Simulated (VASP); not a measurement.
Here is a VASP 6.6.1 calculation.

The input INCAR:

```
  PREC = Accurate
  ENCUT = 520
  EDIFF = 1E-6
  ISMEAR = -1
  SIGMA = 0.069
  LREAL = False
  LASPH = True
  NELM = 100
  ALGO = Normal
  ISIF = 2
  LWAVE = False
  LCHARG = False
  GGA = PS
  NBANDS = 16
```

Contents of KPOINTS:

```
regular mesh
0
Gamma
  4 4 4
```

POSCAR

```
Si3C
1.0
    1.6721240000      0.9654010000      5.7793670000
   -1.6721240000      0.9654010000      5.7793670000
    0.0000000000     -1.9308030000      5.7793670000
C Si
1 3
Direct
    1.0295955734      0.0590443464     -0.1083554007
    0.4923004930      0.4498054388      0.5385645292
    0.4042200542      0.3879425533      0.2775765179
    0.8893010333      0.8404780991      0.9440230330
```

Potentials or basis: VASP PAW PBE potentials, release 64 (C, Si).

The run is started by

```console
$ cat potpaw_PBE.64/C/POTCAR potpaw_PBE.64/Si/POTCAR > POTCAR
$ mpirun -np 1 vasp_std > vasp.out
```

(1) Estimate the band gap on the k mesh.

(2) What does it give for the pressure?

(3) Estimate the largest force.

Answers

(1) zero (bands 8 and 9 overlap by 1.70 eV).

(2) 5.2 GPa.

(3) 1.502 eV/Å.

Caveat: the k points lie up to 0.55 Å⁻¹ apart, too coarse for converged energies and pressures of a metal; the atoms stand as in a frame of molecular dynamics; the PAW data sets were made with another functional, which shifts forces and pressure a little.
